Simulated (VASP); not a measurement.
Wanted: the native input for a VASP 6.6.1 run.

- Task: single point
- Functional: PBE
- Potentials or basis: VASP PAW PBE potentials, release 64 (Ta_sv_GW, O)
- Cutoff: 600 eV
- k mesh: 6 × 6 × 4
- Occupations: gaussian, width 0.1 eV
- Spin: no spin polarisation
- Dipole correction: no
- Further INCAR settings: ALGO = Normal; EDIFF = 1e-06; NBANDS = 37

The structure of Ta4O lies in POSCAR:

```
Ta4O
1.0
    5.6795611251      0.0000000000      0.0000000000
   -2.8397805625      4.9186442166      0.0000000000
    0.0000000000      0.0000000000      3.8206828872
Ta O
4 1
Direct
    0.5000230245      0.0000000000      0.5000000000
    0.0000000000      0.5000230245      0.5000000000
    0.4999769755      0.4999769755      0.5000000000
    0.0000000000      0.0000000000      0.5000000000
    0.0000000000      0.0000000000      0.0000000000
```

The cell was generated, and may not be a known phase.

One way to write it, as run:

INCAR

```
SYSTEM = Ta4O
  ALGO = Normal
  EDIFF = 1E-6
  ENCUT = 600
  GGA = PE
  GGA_COMPAT = .False.
  ISIF = 2
  ISMEAR = 0
  LASPH = .True.
  LCHARG = .False.
  LREAL = .False.
  LWAVE = .False.
  NBANDS = 37
  NELM = 120
  PREC = Accurate
  SIGMA = 0.1
```

KPOINTS

```
k-points
0
Gamma
  6 6 4
  0 0 0
```

Potentials or basis: VASP PAW PBE potentials, release 64 (Ta_sv_GW, O).

Command:

```bash
$ cat potpaw_PBE.64/Ta_sv_GW/POTCAR potpaw_PBE.64/O/POTCAR > POTCAR
$ mpirun -np 1 vasp_std > vasp.out
```

It gave:

| Quantity | Value |
| --- | --- |
| Pressure | -0.2 GPa |
| Band gap on the k mesh | zero (bands 29 and 30 overlap by 1.13 eV) |

Caveat: the k points lie up to 0.41 Å⁻¹ apart, too coarse for converged energies and pressures of a metal; spin-orbit coupling is left out, which moves the levels of the heavy elements.

Wall time 94 s on 1 thread of Intel(R) Xeon(R) Platinum 8488C (Sapphire Rapids) (shared host), peak memory 0.29 GiB.
